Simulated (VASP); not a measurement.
# Sc (P6_3/mmc) in VASP: notebook

The runs below take Sc through single point, with PBEsol.

Everything below comes from runs of VASP 6.6.1. Logs are shortened: lines on timing, memory, paths and dates and some standing lists are left out, and cuts for length are marked.

## 1. The cell of the first run

The structure is hexagonal, space group P6_3/mmc (No. 194). The conventional cell has a = 3.287 Å, b = 3.287 Å, c = 5.238 Å, α = 90.00°, β = 90.00°, γ = 120.00°. Within 4.3 Å of Sc (site symmetry -6m2) lie 12 Sc at 3.23 to 3.29 Å.

## 2. Single point, PBEsol

The input, INCAR:

```
PREC     = Accurate       # precision mode
ENCUT    = 520            # plane-wave cutoff, eV
EDIFF    = 1E-7           # SCF threshold, eV
ISMEAR   = -1             # smearing method
SIGMA    = 0.05           # smearing width, eV
LREAL    = False          # projectors in reciprocal space
LASPH    = True           # aspherical terms in the spheres
NELM     = 60             # most SCF steps
ALGO     = Fast           # electronic algorithm
ISIF     = 2              # what is computed and relaxed
LWAVE    = False          # write WAVECAR
LCHARG   = False          # write CHGCAR
GGA      = PS             # functional
NBANDS   = 18             # bands
```

The input, KPOINTS:

```
Automatic mesh
0
Gamma
  9 9 5
```

The input, POSCAR:

```
Sc
1.0
    3.2867912771      0.0000000000      0.0000000000
   -1.6433956386      2.8464447429      0.0000000000
    0.0000000000      0.0000000000      5.2379076584
Sc
2
Direct
    0.6666666667      0.3333333333      0.7500000000
    0.3333333333      0.6666666667      0.2500000000
```

Potentials or basis: VASP PAW PBE potentials, release 64 (Sc_sv).

The run is started by

```bash
> cat potpaw_PBE.64/Sc_sv/POTCAR > POTCAR
> mpirun -np 1 vasp_std > vasp.out
```

OUTCAR:

```text
PREC = Accurate
   ENCUT = 520
   EDIFF = 1E-7
   ISMEAR = -1
   LREAL = False
   LASPH = True
   NELM = 60
   ISIF = 2
   GGA = PS

 ion  position               nearest neighbor table
   1  0.667  0.333  0.750-   2 3.23   2 3.23   2 3.23   2 3.23   2 3.23   2 3.23
   2  0.333  0.667  0.250-   1 3.23   1 3.23   1 3.23   1 3.23   1 3.23   1 3.23

  LATTYP: Found a hexagonal cell.
 ALAT       =     3.2867912771
 C/A-ratio  =     1.5936234512

  Lattice vectors:

 A1 = (   3.2867912771,   0.0000000000,   0.0000000000)
 A2 = (  -1.6433956386,   2.8464447429,   0.0000000000)
 A3 = (   0.0000000000,   0.0000000000,   5.2379076584)

Analysis of symmetry for initial positions (statically):
=====================================================================
 Subroutine PRICEL returns:
 Original cell was already a primitive cell.

 Routine SETGRP: Setting up the symmetry group for a
 hexagonal supercell.

 Subroutine GETGRP returns: Found 24 space group operations
 (whereof 12 operations were pure point group operations)
 out of a pool of 24 trial point group operations.

The static configuration has the point symmetry D_3d.
 The point group associated with its full space group is D_6h.

Analysis of symmetry for dynamics (positions and initial velocities):
=====================================================================
 Subroutine PRICEL returns:
 Original cell was already a primitive cell.

 Routine SETGRP: Setting up the symmetry group for a
 hexagonal supercell.

 Subroutine GETGRP returns: Found 24 space group operations
 (whereof 12 operations were pure point group operations)
 out of a pool of 24 trial point group operations.

The dynamic configuration has the point symmetry D_3d.
 The point group associated with its full space group is D_6h.

 Subroutine INISYM returns: Found 24 space group operations
 (whereof 12 operations are pure point group operations),
 and found     1 'primitive' translations

----------------------------------------------------------------------------------------

                                     Primitive cell

  volume of cell :      49.0041

  direct lattice vectors                    reciprocal lattice vectors
     3.286791277  0.000000000  0.000000000     0.304248100  0.175657722  0.000000000
[... 82 lines left out ...]
   LSORBIT =      F    spin-orbit coupling
   LASPH  =      T    aspherical Exc in radial PAW
   ENCUT  =  520.0 eV  38.22 Ry    6.18 a.u.   6.11  6.11  9.74*2*pi/ulx,y,z
   NELM   =     60;   NELMIN=  2; NELMDL= -5     # of ELM steps
   EDIFF  = 0.1E-06   stopping-criterion for ELM
   LREAL  =      F    real-space projection
   EDIFFG = 0.1E-05   stopping-criterion for IOM
   NSW    =      0    number of steps for IOM
   IBRION =     -1    ionic relax: 0-MD 1-quasi-New 2-CG
   NFREE  =      0    steps in history (QN), initial steepest desc. (CG)
   ISIF   =      2    stress and relaxation
   ISYM   =      2    0-nonsym 1-usesym 2-fastsym
   POTIM  = 0.5000    time-step for ionic-motion
   TEBEG  =    0.0;   TEEND  =   0.0 temperature during run
   PSTRESS=    0.0 pullay stress
   NELECT =      22.0000    total number of electrons
   NUPDOWN=      -1.0000    fix difference up-down
   EMIN   =  10.00;   EMAX   =-10.00  energy-range for DOS
   EFERMI =   0.00;   METHOD = LEGACY
   ISMEAR =    -1;   SIGMA  =   0.05  broadening in eV -4-tet -1-fermi 0-gaus
   EFERMI_NEDOS =   21; number of points for ismear=-14 and -15
   IALGO  =     68    algorithm
   IMIX   =      4    mixing-type and parameters
     AMIX     =   0.40;   BMIX     =  1.00
     AMIX_MAG =   1.60;   BMIX_MAG =  1.00
  volume/ion in A,a.u.               =      24.50       165.35
  Fermi-wavevector in a.u.,A,eV,Ry     =   1.253540  2.368847 21.379681  1.571362
  Thomas-Fermi vector in A             =   2.387388
   LORBIT       =      0    0 simple, 1 ext, 2 COOP (PROOUT), +10 PAW based schemes
   GGA     = PS    functional components
   LHFCALC =     F    Hartree Fock is set to
   AEXX    =    0.0000 exact exchange contribution
   IVDW    =     0    specifies the selected vdW correction
   LEPSILON=     F    determine dielectric tensor
   LRPA    =     F    only Hartree local field effects (RPA)
 non-spin polarized calculation
 RMM-DIIS sequential band-by-band and
  energy-cutoff  :      520.00
  volume of cell :       49.00
 maximum number of plane-waves:      1338
   NGX = 13   NGY = 13   NGZ = 19

 number of electron      22.0000001 magnetization

 Free energy of the ion-electron system (eV)
  ---------------------------------------------------
  ext. energy  EPLUGINS =         0.00000000
  ---------------------------------------------------
  free energy    TOTEN  =       -13.21334733 eV

  energy without entropy =      -13.17781410  energy(sigma->0) =      -13.19558071

 E-fermi :   3.6115     XC(G=0): -10.0149

 val. band max:        3.5945603772   @ k =   0.3333   0.1111   0.4000
 cond. band min:       3.6126211495   @ k =   0.4444   0.1111   0.4000
 fundamental gap:      0.0180607723
 Fermi energy:         3.6115006471

 k-point     1 :       0.0000    0.0000    0.0000
  band No.  band energies     occupation
      1     -45.5832      2.00000
      2     -45.5150      2.00000
      3     -24.4977      2.00000
      4     -24.1461      2.00000
      5     -24.1461      2.00000
      6     -24.0849      2.00000
[... 481 lines left out ...]
      5     -24.3613      2.00000
      6     -24.2592      2.00000
[... 10 lines left out ...]
     17       7.2415      0.00000
     18       7.2431      0.00000

 [... further k-points ...]

------------------------ aborting loop because EDIFF is reached ----------------------------------------

  FORCE on cell =-STRESS in cart. coord.  units (eV):
  Direction    XX          YY          ZZ          XY          YZ          ZX
  --------------------------------------------------------------------------------------
  -------------------------------------------------------------------------------------
  Total       -0.3834661     -0.3834661     -0.8893853      0.0000000      0.0000000      0.0000000
  in kB      -12.5373238    -12.5373238    -29.0782193      0.0000000      0.0000000      0.0000000
  external PRESSURE =     -18.0509556 kB  Pullay stress =       0.0000000 kB

 VOLUME and BASIS-vectors are now :
 -----------------------------------------------------------------------------
  energy-cutoff  :      520.00
  volume of cell :       49.00
      direct lattice vectors                 reciprocal lattice vectors
     3.286791277  0.000000000  0.000000000     0.304248100  0.175657722  0.000000000
    -1.643395639  2.846444743  0.000000000     0.000000000  0.351315444  0.000000000
     0.000000000  0.000000000  5.237907658     0.000000000  0.000000000  0.190915928

 POSITION                                       TOTAL-FORCE (eV/Angst)
 -----------------------------------------------------------------------------------
      1.64340      0.94881      3.92843        -0.000000     -0.000000      0.000000
     -0.00000      1.89763      1.30948         0.000000      0.000000      0.000000
 -----------------------------------------------------------------------------------
    total drift:                                0.000000     -0.000000      0.000000

  FREE ENERGIE OF THE ION-ELECTRON SYSTEM (eV)
  ---------------------------------------------------
  free  energy   TOTEN  =       -13.2133473264 eV

  energy  without entropy=      -13.1778141016  energy(sigma->0) =      -13.19558071
```

OSZICAR:

```text
N       E                     dE             d eps       ncg     rms          rms(c)
DAV:   1     0.351227778375E+03    0.35123E+03   -0.10841E+04  1296   0.129E+03
DAV:   2     0.536071130490E+01   -0.34587E+03   -0.33951E+03  1576   0.543E+02
DAV:   3    -0.144159019804E+02   -0.19777E+02   -0.18918E+02  2114   0.155E+02
DAV:   4    -0.147733419600E+02   -0.35744E+00   -0.35581E+00  2014   0.196E+01
DAV:   5    -0.147766637949E+02   -0.33218E-02   -0.33203E-02  2208   0.218E+00    0.796E+00
RMM:   6    -0.133132530017E+02    0.14634E+01   -0.20017E+00  1343   0.181E+01    0.270E+00
RMM:   7    -0.132325238944E+02    0.80729E-01   -0.37711E+00  1708   0.141E+01    0.147E+00
RMM:   8    -0.132039615245E+02    0.28562E-01   -0.22331E-01  1426   0.543E+00    0.537E-01
RMM:   9    -0.132117071010E+02   -0.77456E-02   -0.12877E-01  1856   0.203E+00    0.156E-01
RMM:  10    -0.132128182744E+02   -0.11112E-02   -0.20720E-02  1875   0.858E-01    0.615E-02
RMM:  11    -0.132131840039E+02   -0.36573E-03   -0.47639E-03  1931   0.466E-01    0.301E-02
RMM:  12    -0.132133004739E+02   -0.11647E-03   -0.13079E-03  2045   0.202E-01    0.739E-03
RMM:  13    -0.132133442945E+02   -0.43821E-04   -0.40209E-04  2012   0.106E-01    0.999E-03
RMM:  14    -0.132133463292E+02   -0.20346E-05   -0.73873E-05  2013   0.419E-02    0.531E-03
RMM:  15    -0.132133460680E+02    0.26113E-06   -0.26334E-05  1850   0.348E-02    0.105E-03
RMM:  16    -0.132133472623E+02   -0.11942E-05   -0.84427E-06  1718   0.140E-02    0.860E-04
RMM:  17    -0.132133473313E+02   -0.69071E-07   -0.24660E-06  1588   0.733E-03    0.311E-04
RMM:  18    -0.132133473264E+02    0.49513E-08   -0.67758E-07  1486   0.451E-03
   1 F= -.13213347E+02 E0= -.13195581E+02  d E =-.355332E-01
```

Wall time 20 s (1 thread of Intel Xeon 6975P-C (Granite Rapids), shared host); peak memory 0.16 GiB.

What came out:

```
Free energy            : -13.2133 eV
Pressure               : -1.8 GPa
Band gap on the k mesh : zero (bands 11 and 12 overlap by 1.15 eV)
```

Levels at points of the mesh, in eV from the Fermi level:
```
           k point  band 9  band 10  band 11  band 12  band 13  band 14
(0.00, 0.00, 0.00)   -5.15    -1.70     0.47     1.61     1.61     1.73
```

Caveat: the PAW data sets were made with another functional, which shifts forces and pressure a little.

## 3. Single point, PBEsol

This run uses another cell than the first one, of 25.00 Å³/atom.

The input, INCAR:

```
SYSTEM = Sc
ALGO     = Normal         ! electronic algorithm
EDIFF    = 1E-6           ! SCF threshold, eV
ENCUT    = 520            ! plane-wave cutoff, eV
GGA      = PS             ! functional
ISIF     = 2              ! what is computed and relaxed
ISMEAR   = -1             ! smearing method
LASPH    = .True.         ! aspherical terms in the spheres
LCHARG   = .False.        ! write CHGCAR
LREAL    = .False.        ! projectors in reciprocal space
LWAVE    = .False.        ! write WAVECAR
NBANDS   = 18             ! bands
NELM     = 100            ! most SCF steps
PREC     = Accurate       ! precision mode
SIGMA    = 0.05           ! smearing width, eV
```

The input, KPOINTS:

```
k-points
0
Gamma
  9 9 5
  0 0 0
```

The input, POSCAR:

```
Sc
1.0
    3.3090000000      0.0000000000      0.0000000000
   -1.6545000000      2.8656780611      0.0000000000
    0.0000000000      0.0000000000      5.2733000000
Sc
2
Direct
    0.6666666667      0.3333333333      0.7500000000
    0.3333333333      0.6666666667      0.2500000000
```

Potentials or basis: VASP PAW PBE potentials, release 64 (Sc_sv).

The run is started by

```bash
> cat potpaw_PBE.64/Sc_sv/POTCAR > POTCAR
> mpirun -np 1 vasp_std > vasp.out
```

Wall time 20 s (1 thread of Intel Xeon 6975P-C (Granite Rapids), shared host); peak memory 0.18 GiB.

Results (log left out):

| Item | Value |
| --- | --- |
| Free energy | -13.1994 eV |
| Pressure | -2.8 GPa |
| Band gap on the k mesh | zero (bands 11 and 12 overlap by 1.11 eV) |

Stress tensor (GPa, compression positive):
```
-2.30  0.00  0.00
 0.00 -2.30  0.00
 0.00  0.00 -3.86
```

Levels at points of the mesh, in eV from the Fermi level:
| k point | band 8 | band 9 | band 10 | band 11 | band 12 | band 13 | band 14 | band 15 |
| --- | --- | --- | --- | --- | --- | --- | --- | --- |
| (0.00, 0.00, 0.00) | -27.74 | -5.11 | -1.67 | 0.43 | 1.59 | 1.59 | 1.70 | 1.99 |

Caveat: the PAW data sets were made with another functional, which shifts forces and pressure a little.

(Part 1 of 2 ends here.)
